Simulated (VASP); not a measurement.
A run of VASP 6.6.1:

File INCAR:

```
  PREC = Accurate
  ENCUT = 520
  EDIFF = 1E-7
  ISMEAR = 0
  SIGMA = 0.1
  LREAL = F
  LASPH = T
  NELM = 60
  ALGO = Fast
  ISIF = 2
  LWAVE = F
  LCHARG = F
  GGA = PS
  NBANDS = 10
```

Contents of KPOINTS:

```
Automatic mesh
0
Gamma
  12 12 6
```

The input POSCAR:

```
Al
1.0
    2.8354659256      0.0000000000      0.0000000000
   -1.4177329628      2.4555855232      0.0000000000
    0.0000000000      0.0000000000      4.6707146621
Al
2
Direct
    0.3333333333      0.6666666667      0.2500000000
    0.6666666667      0.3333333333      0.7500000000
```

Potentials or basis: VASP PAW PBE potentials, release 64 (Al).

Command:

```bash
$ cat potpaw_PBE.64/Al/POTCAR > POTCAR
$ mpirun -np 1 vasp_std > vasp.out
```

Hardware: 1 thread of Intel Xeon 8259CL (shared host).

Task: Estimate the wall time of this run.

Result: Run time: 22 s on 1 thread of Intel Xeon 8259CL, with other jobs on the host, peak memory 0.15 GiB. Counts: scf iterations 14, k points 76.
